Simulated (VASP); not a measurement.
## NbTe: single point with LDA

Crystal: NbTe.

```
Te Nb
1.0
     3.70297    0.00000    0.00000
    -1.85149    3.20687    0.00000
     0.00000    0.00000    3.69421
Te Nb
1 1
Direct
  0.66667 0.33333 0.00000
  0.00000 0.00000 0.50000
```

```yaml
Program: VASP 6.6.1
Task: single point
Functional: LDA
Potentials_or_basis: VASP PAW LDA potentials, release 64 (Te, Nb_sv)
Cutoff: 520 eV
k_mesh: 8 × 8 × 7
Occupations: fermi-dirac, width 0.05 eV
Spin: no spin polarisation
```

```json
{"Pressure": "-7.5 GPa"}
```

Stress tensor (GPa, compression positive):
```
-7.28  0.00  0.00
 0.00 -7.28  0.00
 0.00  0.00 -8.03
```

Levels at points of the mesh, in eV from the Fermi level:
```csv
k point,band 6,band 7,band 8,band 9,band 10,band 11,band 12,band 13,band 14,band 15
"(0.00, 0.00, 0.00)",-3.15,-3.15,-2.99,-2.33,0.13,0.13,2.43,2.43,2.81,5.91
"(0.50, 0.00, 0.00)",-7.17,-3.83,-2.63,-2.59,-0.20,1.22,1.47,3.02,3.82,5.70
```

It took 42 s on 1 thread of AMD EPYC 7R13, on a shared host, peak memory 0.13 GiB.

Caveat: spin-orbit coupling is left out, which moves the levels of the heavy elements.
